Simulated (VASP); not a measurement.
A run of VASP 6.6.1:

POSCAR

```
TePb
1.0
    0.0000000000      3.2348261331      3.2348261331
    3.2348261331      0.0000000000      3.2348261331
    3.2348261331      3.2348261331      0.0000000000
Pb Te
1 1
Direct
    0.0000000000      0.0000000000      0.0000000000
    0.5000000000      0.5000000000      0.5000000000
```

Contents of INCAR.step1:

```
SYSTEM = TePb
PREC = Accurate ; ENCUT = 520
ISMEAR = 0 ; SIGMA = 0.01
LREAL = .False. ; LASPH = .True.
NELM = 60 ; NBANDS = 17
GGA = PE ; ALGO = Normal
EDIFF = 1E-4 ; LWAVE = .True.
LCHARG = .False.
```

The input INCAR.step2:

```
SYSTEM = TePb
PREC = Accurate ; ENCUT = 520
EDIFF = 1E-7 ; ISMEAR = 0
SIGMA = 0.01 ; LREAL = .False.
LASPH = .True. ; NELM = 60
ALGO = Normal ; ISIF = 2
LWAVE = .False. ; LCHARG = .False.
METAGGA = R2SCAN ; LMIXTAU = .True.
NBANDS = 17 ; ISTART = 1
```

Contents of KPOINTS:

```
regular mesh
0
Gamma
  6 6 6
  0 0 0
```

Potentials or basis: VASP PAW PBE potentials, release 64 (Pb_d, Te).

Launch:

```bash
$ cat potpaw_PBE.64/Pb_d/POTCAR potpaw_PBE.64/Te/POTCAR > POTCAR
$ cp INCAR.step1 INCAR
$ mpirun -np 1 vasp_std > vasp.out
$ cp INCAR.step2 INCAR
$ mpirun -np 1 vasp_std > vasp.out
```

Hardware: 1 thread of Intel(R) Xeon(R) Platinum 8259CL CPU @ 2.50GHz (Skylake/Cascade Lake) (shared host).

**Question.** Estimate the wall time of this run.

**Answer.** Wall time 79 s on 1 thread of Intel(R) Xeon(R) Platinum 8259CL CPU @ 2.50GHz (Skylake/Cascade Lake) (shared host), peak memory 0.22 GiB. Counts: k points 16.
